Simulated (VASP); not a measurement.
**K: relaxation of cell and atoms with PBE**

Crystal: K.

```
CELL_PARAMETERS angstrom
-2.61250 2.61250 2.61250
2.61250 -2.61250 2.61250
2.61250 2.61250 -2.61250
ATOMIC_POSITIONS crystal
K 0.00000 0.00000 0.00000
```

| Quantity | Value |
| --- | --- |
| Program | VASP 6.6.1 |
| Task | relaxation of cell and atoms |
| Functional | PBE |
| Potentials or basis | VASP PAW PBE potentials, release 64 (K_sv) |
| Cutoff | 500 eV |
| k mesh | 6 × 6 × 6 |
| Occupations | fermi-dirac, width 0.05 eV |
| Spin | no spin polarisation |
| Dipole correction | no |
| Further INCAR settings | ALGO = Normal; EDIFF = 1e-07; IBRION = 2; EDIFFG = -0.03; NSW = 80; ISIF = 3 |

The relaxed volume is 74.04 Å³/atom and the relaxed cell is a = 4.582 Å, b = 4.582 Å, c = 4.582 Å, α = 109.47°, β = 109.47°, γ = 109.47°. The space group after relaxing (to 0.1 Å) is Im-3m (No. 229), the energy gained by relaxing is 1.2 meV/atom and the ionic steps are 3. The pressure after relaxing is 0.0 GPa. The band gap on the k mesh is zero (an odd number of electrons rules out a gap without spin polarisation).

Step by step:
| step | energy change (eV) | largest force (eV/Å) | pressure (GPa) | volume (Å³) |
| --- | --- | --- | --- | --- |
| 1 | 0.0000 | 0.0000 | 0.15 | 71.32 |
| 2 | -0.0005 | 0.0000 | 0.11 | 72.00 |
| 3 | -0.0012 | 0.0000 | 0.00 | 74.04 |

Final structure:
```xyz
1
Lattice="-2.6452 2.6452 2.6452 2.6452 -2.6452 2.6452 2.6452 2.6452 -2.6452" Properties=species:S:1:pos:R:3 pbc="T T T"
K     0.0000    0.0000    0.0000
```

Levels at points of the mesh, in eV from the Fermi level:
| k point | band 1 | band 2 | band 3 | band 4 | band 5 | band 6 | band 7 | band 8 |
| --- | --- | --- | --- | --- | --- | --- | --- | --- |
| (0.00, 0.00, 0.00) | -32.16 | -15.61 | -15.61 | -15.61 | -2.17 | 4.27 | 4.27 | 4.27 |
| (0.50, 0.00, 0.00) | -32.15 | -15.67 | -15.63 | -15.61 | 0.43 | 0.66 | 3.14 | 4.83 |
| (0.50, 0.50, 0.50) | -32.15 | -15.65 | -15.65 | -15.65 | 1.66 | 1.66 | 3.44 | 3.44 |

Wall time 13 s on 1 thread of Intel(R) Xeon(R) 6975P-C (Granite Rapids), with other jobs on the host, peak memory 0.2 GiB.

PBE usually gives volumes a little too large and moduli too small. Zero-point motion and thermal expansion aren't in these numbers.
